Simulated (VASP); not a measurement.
# HfAlB4: single point with r2SCAN

The system is HfAlB4.

```
CELL_PARAMETERS angstrom
3.05178 0.00000 0.00000
-1.52589 2.64292 0.00000
0.00000 0.00000 6.92306
ATOMIC_POSITIONS crystal
Hf 0.00000 0.00000 0.00000
Al 0.00000 0.00000 0.50000
B 0.33333 0.66667 0.26463
B 0.33333 0.66667 0.73537
B 0.66667 0.33333 0.26463
B 0.66667 0.33333 0.73537
```

| Property | Result |
| --- | --- |
| Program | VASP 6.6.1 |
| Task | single point |
| Functional | r2SCAN |
| Potentials or basis | VASP PAW PBE potentials, release 64 (Hf_pv, Al, B) |
| Cutoff | 520 eV |
| k mesh | 12 × 12 × 6 |
| Occupations | gaussian, width 0.1 eV |
| Spin | no spin polarisation |

The pressure is -2.9 GPa. The largest force is 0.015 eV/Å. The band gap on the k mesh is zero (an odd number of electrons rules out a gap without spin polarisation).

Forces on the atoms (eV/Å):
```
Hf   0.000  0.000  0.000
Al   0.000  0.000  0.000
B    0.000  0.000  0.015
B    0.000  0.000 -0.015
B    0.000  0.000  0.015
B    0.000  0.000 -0.015
```

Levels at points of the mesh, in eV from the Fermi level:
| k point | band 10 | band 11 | band 12 | band 13 | band 14 | band 15 |
| --- | --- | --- | --- | --- | --- | --- |
| (0.00, 0.00, 0.00) | -1.82 | -0.59 | -0.59 | 2.33 | 2.33 | 2.85 |
| (0.50, 0.00, 0.00) | -4.19 | -3.93 | -2.89 | -0.74 | 1.74 | 3.52 |
| (0.00, 0.00, 0.50) | -0.99 | -0.99 | -0.43 | 2.16 | 2.16 | 3.18 |
| (0.50, 0.00, 0.50) | -3.71 | -3.47 | -1.88 | -1.65 | 2.19 | 2.57 |

Wall time 8.6 min on 1 thread of Oxide Virtual Turin-like Processor, with other jobs on the host, peak memory 0.21 GiB.

Caveat: the PAW data sets were made with another functional, which shifts forces and pressure a little; spin-orbit coupling is left out, which moves the levels of the heavy elements.
